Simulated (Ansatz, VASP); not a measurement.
# One calculation of CuO, two programs

```xyz
6
Lattice="4.1609 0.0000 0.0000 0.0000 4.1609 0.0000 0.0000 0.0000 3.8876" Properties=species:S:1:pos:R:3 pbc="T T T"
Cu    2.0805    0.0000    1.9438
Cu    0.0000    2.0805    1.9438
Cu    0.0000    0.0000    0.0000
O     0.0000    0.0000    1.9438
O     2.0805    0.0000    0.0000
O     0.0000    2.0805    0.0000
```

Alike in both runs: task electric field gradients; functional PBE; k mesh 7 × 7 × 7; occupations fermi-dirac, width 0.05 eV; no spin polarisation.

```csv
,VASP,Ansatz
version,VASP 6.6.1,Ansatz 0.2.0
potentials or method,"VASP PAW PBE potentials, release 64 (Cu, O), cutoff 520 eV",all-electron PAW datasets made for the crystal
```

VASP gave:

* gap on the k mesh at the Fermi level (eV): none
* pressure (GPa): 2.3
* traceless stress, the component that is largest in VASP (GPa): -0.10
* size of Vzz on the site where it differs most (V/Å²): 24.2

Problem. What did Ansatz give for the same quantities?

Solution. gap on the k mesh at the Fermi level (eV): none; pressure (GPa): 1.7; traceless stress, the component that is largest in VASP (GPa): -0.72; size of Vzz on the site where it differs most (V/Å²): 9.7.

A gap of «none» marks a metal or a gap that the smearing closes. Ansatz ran all-electron here, and VASP with PAW potentials.
